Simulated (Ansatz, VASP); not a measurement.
Two plane-wave programs on Fe

POSCAR

```
Fe
1.0
   -1.4430000000      1.4430000000      1.4430000000
    1.4430000000     -1.4430000000      1.4430000000
    1.4430000000      1.4430000000     -1.4430000000
Fe
1
Direct
    0.0000000000      0.0000000000      0.0000000000
```

INCAR.step1

```
PREC = Accurate
ENCUT = 520
EDIFF = 1E-5
ISMEAR = -1
SIGMA = 0.05
LREAL = F
LASPH = T
NELM = 150
ALGO = Normal
ISIF = 2
LWAVE = T
LCHARG = F
ISPIN = 2
MAGMOM = 3
LORBIT = 11
LMAXMIX = 4
GGA = PE
NBANDS = 14
```

Contents of INCAR.step2:

```
PREC = Accurate
ENCUT = 520
EDIFF = 1E-7
ISMEAR = -1
SIGMA = 0.05
LREAL = F
LASPH = T
NELM = 150
ALGO = Normal
ISIF = 2
LWAVE = F
LCHARG = F
ISPIN = 2
MAGMOM = 3
LORBIT = 11
LMAXMIX = 4
GGA = PE
LHFCALC = T
AEXX = 0.25
PRECFOCK = Normal
ISTART = 1
NBANDS = 14
```

KPOINTS

```
Automatic mesh
0
Gamma
  7 7 7
```

Contents of input.yaml:

```yaml
crystal:
  lattice:
    - [-1.443, 1.443, 1.443]
    - [1.443, -1.443, 1.443]
    - [1.443, 1.443, -1.443]
  atoms:
    - { symbol: Fe, position: [0.0, 0.0, 0.0], spin: 3.0 }
hamiltonian:
  xc: pbe0
  pseudopotentials: { kind: paw }
magnetization:
  spin_polarized: true
kpoints:
  mp_grid: { grid: [7, 7, 7] }
scf:
  occupations: { method: fermi_dirac, width: 0.05 }
output:
  forces: true
  stress: true
  eigenvalues: true
```

Alike in both runs: task single point; functional PBE0; k mesh 7 × 7 × 7; occupations fermi-dirac, width 0.05 eV; collinear spin.

```csv
,VASP,Ansatz
version,VASP 6.6.1,Ansatz 0.2.0
potentials or method,"VASP PAW PBE potentials, release 64 (Fe)",Ansatz PAW
plane-wave cutoff (eV),520,420
valence electrons in the cell,8,16
```

```tsv
	VASP	Ansatz	Ansatz less VASP
gap on the k mesh at the Fermi level (eV)	none	none	-
pressure (GPa)	4.1	4.1	+0.08
net moment per atom (μB)	2.86	2.86	0.000
size of the moment on the site where the two differ most (μB)	2.92	3.07	+0.150
```

Site moments also hang on the region over which each program counts them. A gap of «none» marks a metal or a gap that the smearing closes. VASP's potentials hold 8 valence electrons a cell and Ansatz's 16, so a difference there can come from the potentials and not from the codes.

The k mesh is coarse, so the values compare programs but aren't converged. Noted on Ansatz's run: the magnetic or orbital state may not be the lowest.
